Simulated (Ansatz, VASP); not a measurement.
InGaN: VASP beside Ansatz

```xyz
3
Lattice="4.0760 0.0000 0.0000 0.0000 4.0760 0.0000 0.0000 0.0000 3.6489" Properties=species:S:1:pos:R:3 pbc="T T T"
In    0.0000    0.0000    1.8244
Ga    2.0380    2.0380    0.0000
N     0.0000    0.0000    0.0000
```

Alike in both runs: task single point; functional PBE; k mesh 4 × 4 × 6; occupations gaussian, width 0.1 eV; no spin polarisation.

|  | VASP | Ansatz |
| --- | --- | --- |
| version | VASP 6.6.1 | Ansatz 0.2.0 |
| potentials or method | VASP PAW PBE potentials, release 64 (In_d, Ga_d, N), cutoff 520 eV | scalar-relativistic, plane waves, PAW |
| valence electrons in the cell | 31 | 31 |

Ansatz gave:

| Property | Result |
| --- | --- |
| gap on the k mesh at the Fermi level (eV) | none |
| pressure (GPa) | 12.7 |
| traceless stress, the component that is largest in VASP (GPa) | 25.96 |

Task: Which values does VASP return?

Result: gap on the k mesh at the Fermi level (eV): none; pressure (GPa): 12.2; traceless stress, the component that is largest in VASP (GPa): 25.13.

A gap of «none» marks a metal or a gap that the smearing closes. The functional is the same, so the differences come from potentials, cutoffs and numerics.

The k mesh is coarse, so the values compare programs but aren't converged.
